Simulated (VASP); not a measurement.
Here is a VASP 6.6.1 calculation.

Contents of INCAR:

```
GGA = PS ; ISMEAR = 1
SIGMA = 0.05 ; LWAVE = F
LCHARG = F ; ISIF = 2
PREC = Accurate ; LASPH = T
LREAL = F ; ALGO = Normal
EDIFF = 1E-8 ; NELM = 120
GGA_COMPAT = F ; ENCUT = 600
KPAR = 2 ; NBANDS = 25
```

The input KPOINTS:

```
Automatic mesh
0
Gamma
  26 26 26
  0 0 0
```

Contents of POSCAR:

```
Ga
1.0
   -1.3843987196      1.3843987196      2.2881115981
    1.3843987196     -1.3843987196      2.2881115981
    1.3843987196      1.3843987196     -2.2881115981
Ga
1
Direct
    0.0000000000      0.0000000000      0.0000000000
```

Potentials or basis: VASP PAW PBE potentials, release 64 (Ga_d).

Run with:

```bash
$ cat potpaw_PBE.64/Ga_d/POTCAR > POTCAR
$ mpirun -np 2 vasp_std > vasp.out
```

**Question.** Predict the band gap on the k mesh.

**Answer.** Zero (an odd number of electrons rules out a gap without spin polarisation).

**Question.** What does it give for the pressure?

**Answer.** 0.6 GPa.

Stress tensor (GPa, compression positive):
```
0.92 0.00 0.00
0.00 0.92 0.00
0.00 0.00 0.00
```

Caveat: the cell differs from its parent crystal (cell strained by -1.0% along z); the PAW data sets were made with another functional, which shifts forces and pressure a little.
